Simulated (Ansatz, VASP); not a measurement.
MgS: VASP beside Ansatz

File INCAR:

```
ALGO = Normal
EDIFF = 1E-6
EDIFFG = -0.01
ENCUT = 600
GGA = PE
IBRION = 2
ISIF = 3
ISMEAR = 0
LASPH = T
LCHARG = F
LREAL = F
LWAVE = F
NELM = 60
NSW = 100
PREC = Accurate
SIGMA = 0.02
```

KPOINTS

```
k-points
0
Gamma
  8 8 8
```

Contents of POSCAR:

```
MgS
1.0
    1.7702002386     -3.9715850648      0.0000000000
    1.7702002386      3.9715850648      0.0000000000
    0.0000000000      0.0000000000      3.4794970403
Mg S
1 1
Direct
    0.5000000000      0.5000000000      0.5000000000
    0.0000000000      0.0000000000      0.0000000000
```

Input for Ansatz:

```yaml
crystal:
  lattice:
    - [1.7702002386, -3.9715850648, 0.0]
    - [1.7702002386, 3.9715850648, 0.0]
    - [0.0, 0.0, 3.4794970403]
  atoms:
    - { symbol: Mg, position: [0.5, 0.5, 0.5] }
    - { symbol: S, position: [0.0, 0.0, 0.0] }
basis:
  ecutwfc: 420
kpoints:
  mp_grid: { grid: [8, 8, 8] }
hamiltonian:
  xc: pbe
scf:
  occupations: { method: gaussian, width: 0.02 }
output:
  forces: true
  stress: true
  eigenvalues: true
relax:
  adjacent_minimum: "off"
  f_tol: 0.01
  max_steps: 80
  cell: { stress_tol: 0.05 }
```

Change from the starting cell: species swapped into the TiMo type (Cmmm, No. 65).

Alike in both runs: task relaxation of cell and atoms; functional PBE; k mesh 8 × 8 × 8; occupations gaussian, width 0.02 eV; no spin polarisation.

|  | VASP | Ansatz |
| --- | --- | --- |
| version | VASP 6.6.1 | Ansatz 0.2.0 |
| potentials or method | VASP PAW PBE potentials, release 64 (Mg, S), cutoff 600 eV | scalar-relativistic, plane waves, PAW |
| valence electrons in the cell | 8 | 16 |

```csv
,VASP,Ansatz,Ansatz less VASP
"gap on the k mesh at the Fermi level, each at its own relaxed structure (eV)",2.07,2.06,-0.010
relaxed volume (Å³/atom),24.42,24.46,+0.044
relaxed cell length with the largest relative difference (Å),3.477,3.479,+0.0027
```

VASP's potentials hold 8 valence electrons a cell and Ansatz's 16, so a difference there can come from the potentials and not from the codes.
